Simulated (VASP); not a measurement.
# Rb: single point with PBE

The system is Rb.

```xyz
2
Lattice="2.3657 -6.8876 0.0000 2.3657 6.8876 0.0000 -0.2009 0.0000 5.6961" Properties=species:S:1:pos:R:3 pbc="T T T"
Rb    2.3155   -5.0830    1.4240
Rb    2.2150    5.0830    4.2720
```

```yaml
Program: VASP 6.6.1
Task: single point
Functional: PBE
Potentials_or_basis: VASP PAW PBE potentials, release 64 (Rb_sv)
Cutoff: 520 eV
k_mesh: 4 × 4 × 4
Occupations: gaussian, width 0.1 eV
Spin: no spin polarisation
```

```
Pressure               : 0.1 GPa
Largest force          : 0.024 eV/Å
Band gap on the k mesh : zero (bands 9 and 10 overlap by 1.68 eV)
```

Forces in eV/Å, atoms in the order of the input:
```
Rb   0.000  0.024  0.000
Rb   0.000 -0.024  0.000
```

Stress tensor (GPa, compression positive):
```
0.03 0.00 0.02
0.00 0.12 0.00
0.02 0.00 0.03
```

Levels at points of the mesh, in eV from the Fermi level:
| k point | band 7 | band 8 | band 9 | band 10 | band 11 | band 12 |
| --- | --- | --- | --- | --- | --- | --- |
| (0.00, 0.00, 0.00) | -13.06 | -13.06 | -1.99 | 0.72 | 1.61 | 1.72 |
| (0.50, 0.00, 0.00) | -13.07 | -13.06 | -0.09 | 0.26 | 0.99 | 1.80 |
| (0.50, 0.50, 0.00) | -13.08 | -13.05 | -1.10 | -0.98 | 1.93 | 2.47 |
| (0.00, 0.00, 0.50) | -13.06 | -13.06 | -0.65 | -0.65 | 1.77 | 1.77 |
| (0.50, 0.00, 0.50) | -13.07 | -13.07 | 0.70 | 0.80 | 1.25 | 1.43 |
| (0.50, 0.50, 0.50) | -13.05 | -13.05 | -0.11 | -0.11 | 0.39 | 0.39 |

Run time: 72 s on 1 thread of Intel(R) Xeon(R) Platinum 8488C (Sapphire Rapids), with other jobs on the host, peak memory 0.33 GiB.
